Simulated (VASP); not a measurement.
**Hg: single point with LDA**

The system is Hg.

```
Hg
1.0
     1.76233    1.03846    2.26129
    -1.69767    1.00386    2.22669
     0.00236   -1.97529    2.21402
Hg
1
Direct
  0.00000 0.00000 0.00000
```

This cell differs from its parent crystal: equal xy, yz and zx shear strains of +2 %.

```yaml
Program: VASP 6.6.1
Task: single point
Functional: LDA
Potentials_or_basis: VASP PAW LDA potentials, release 64 (Hg)
Cutoff: 520 eV
k_mesh: 12 × 12 × 12
Occupations: fermi-dirac, width 0.03 eV
Spin: no spin polarisation
Dipole_correction: no
Further_INCAR_settings: ALGO = Normal; EDIFF = 1e-06; NBANDS = 12
```

The pressure is -1.0 GPa and the band gap on the k mesh is zero (bands 6 and 7 overlap by 3.43 eV).

Stress tensor (GPa, compression positive):
```
-0.84 -0.19 -0.29
-0.19 -0.69 -0.12
-0.29 -0.12 -1.60
```

Levels at points of the mesh, in eV from the Fermi level:
```tsv
k point	band 3	band 4	band 5	band 6	band 7	band 8	band 9	band 10
(0.00, 0.00, 0.00)	-7.67	-6.37	-6.22	-6.17	11.82	12.73	13.09	17.09
(0.50, 0.00, 0.00)	-6.38	-6.22	-5.86	-2.42	-2.14	12.57	12.99	17.69
(0.00, 0.50, 0.00)	-6.37	-6.26	-5.85	-1.98	-1.97	11.82	12.88	17.20
(0.50, 0.50, 0.00)	-6.08	-5.91	-5.42	-0.28	0.66	4.74	10.21	10.33
(0.00, 0.00, 0.50)	-6.41	-6.29	-5.87	-2.00	-1.98	12.17	12.97	16.95
(0.50, 0.00, 0.50)	-6.09	-5.90	-5.41	-0.14	0.83	4.52	10.01	10.21
(0.00, 0.50, 0.50)	-6.16	-5.94	-5.34	-0.05	1.07	4.96	9.54	10.41
(0.50, 0.50, 0.50)	-7.24	-5.56	-5.42	-0.20	1.36	9.30	9.52	11.13
```

Wall time 54 s on 1 thread of Intel(R) Xeon(R) 6975P-C (Granite Rapids) (shared host), peak memory 0.32 GiB.

Caveat: the cell differs from its parent crystal (equal xy, yz and zx shear strains of +2 %); spin-orbit coupling is left out, which moves the levels of the heavy elements.
